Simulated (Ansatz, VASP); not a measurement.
## In4Sb3As: VASP beside Ansatz

Contents of INCAR:

```
SYSTEM = In4Sb3As
  PREC = Accurate
  ENCUT = 520
  EDIFF = 1E-6
  ISMEAR = -1
  SIGMA = 0.02
  LREAL = .FALSE.
  LASPH = .TRUE.
  NELM = 60
  ALGO = Normal
  ISIF = 2
  LWAVE = .FALSE.
  LCHARG = .FALSE.
  GGA = PE
  NBANDS = 46
```

KPOINTS

```
regular mesh
0
G
  4 4 2
  0 0 0
```

POSCAR

```
In4Sb3As
1.0
    4.5270162590      0.0000000000      0.0000000000
    0.0000000000      4.5270162590      0.0000000000
    0.0000000000      0.0000000000     12.7512321915
As In Sb
1 4 3
Direct
    0.0000000000      0.0000000000      0.0000000000
    0.0000000000      0.5000000000      0.8873660036
    0.5000000000      0.0000000000      0.6293167863
    0.0000000000      0.5000000000      0.3706832137
    0.5000000000      0.0000000000      0.1126339964
    0.5000000000      0.5000000000      0.7582327341
    0.0000000000      0.0000000000      0.5000000000
    0.5000000000      0.5000000000      0.2417672659
```

Input for Ansatz:

```yaml
crystal:
  lattice:
    - [4.527016259, 0.0, 0.0]
    - [0.0, 4.527016259, 0.0]
    - [0.0, 0.0, 12.7512321915]
  atoms:
    - { symbol: As, position: [0.0, 0.0, 0.0] }
    - { symbol: In, position: [0.0, 0.5, 0.8873660036] }
    - { symbol: Sb, position: [0.5, 0.5, 0.7582327341] }
    - { symbol: In, position: [0.5, 0.0, 0.6293167863] }
    - { symbol: Sb, position: [0.0, 0.0, 0.5] }
    - { symbol: In, position: [0.0, 0.5, 0.3706832137] }
    - { symbol: Sb, position: [0.5, 0.5, 0.2417672659] }
    - { symbol: In, position: [0.5, 0.0, 0.1126339964] }
kpoints:
  mp_grid: { grid: [4, 4, 2] }
hamiltonian:
  xc: pbe
scf:
  occupations: { method: fermi_dirac, width: 0.02 }
  n_extra_bands: 6
output:
  forces: true
  stress: true
  eigenvalues: true
```

Alike in both runs: task single point; functional PBE; k mesh 4 × 4 × 2; occupations fermi-dirac, width 0.02 eV; no spin polarisation.

|  | VASP | Ansatz |
| --- | --- | --- |
| version | VASP 6.6.1 | Ansatz 0.2.0 |
| potentials or method | VASP PAW PBE potentials, release 64 (As, In_d, Sb) | plane waves, PAW |
| plane-wave cutoff (eV) | 520 | 420 |
| valence electrons in the cell | 72 | 112 |

|  | VASP | Ansatz | Ansatz less VASP |
| --- | --- | --- | --- |
| pressure (GPa) | 2.9 | 2.9 | +0.01 |
| rms of the force components (eV/Å) | 0.013 | 0.016 | +0.0025 |

The functional is the same, so the differences come from potentials, cutoffs and numerics. VASP's potentials hold 72 valence electrons a cell and Ansatz's 112, so a difference there can come from the potentials and not from the codes.

Spin-orbit coupling is off throughout.
